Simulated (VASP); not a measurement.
Crystal: Si2SnB3.

```
CELL_PARAMETERS angstrom
2.67862 -4.61675 0.00000
2.67862 4.61675 0.00000
0.00000 0.00000 2.99786
ATOMIC_POSITIONS crystal
Si 0.50000 0.00000 0.50000
Si 0.00000 0.50000 0.50000
Sn 0.00000 0.00000 0.00000
B 0.59890 0.40110 0.00000
B 0.40110 0.59890 0.00000
B 0.50000 0.50000 0.50000
```

```yaml
Program: VASP 6.6.1
Task: relaxation of cell and atoms
Functional: PBE
Potentials_or_basis: VASP PAW PBE potentials, release 64 (Si, Sn_d, B)
Cutoff: 600 eV
k_mesh: 4 × 4 × 6
Occupations: gaussian, width 0.1 eV
Spin: no spin polarisation
```

At the start: pressure 0.0 GPa; volume 12.36 Å³/atom.

Problem. Where does the relaxation end?

Solution. Over 6 steps the energy falls by 4.3 meV/atom and the volume is 12.27 Å³/atom (-0.7 %); space group Cmmm (No. 65, to 0.05 Å).

Step by step:
| step | energy change (eV) | largest force (eV/Å) | pressure (GPa) | volume (Å³) |
| --- | --- | --- | --- | --- |
| 1 | 0.0000 | 0.2044 | 0.01 | 74.15 |
| 2 | -0.0175 | 0.0435 | -0.35 | 74.15 |
| 3 | -0.0195 | 0.1464 | -0.50 | 74.14 |
| 4 | -0.0250 | 0.1147 | -0.11 | 73.70 |
| 5 | -0.0250 | 0.1155 | -0.11 | 73.70 |
| 6 | -0.0258 | 0.0252 | 0.25 | 73.60 |

Final structure:
```
Si Sn B
1.0
     2.63019   -4.70172    0.00000
     2.63019    4.70172    0.00000
     0.00000    0.00000    2.97577
Si Sn B
2 1 3
Direct
  0.50000 0.00000 0.50000
  0.00000 0.50000 0.50000
  0.00000 0.00000 0.00000
  0.59941 0.40059 0.00000
  0.40059 0.59941 0.00000
  0.50000 0.50000 0.50000
```
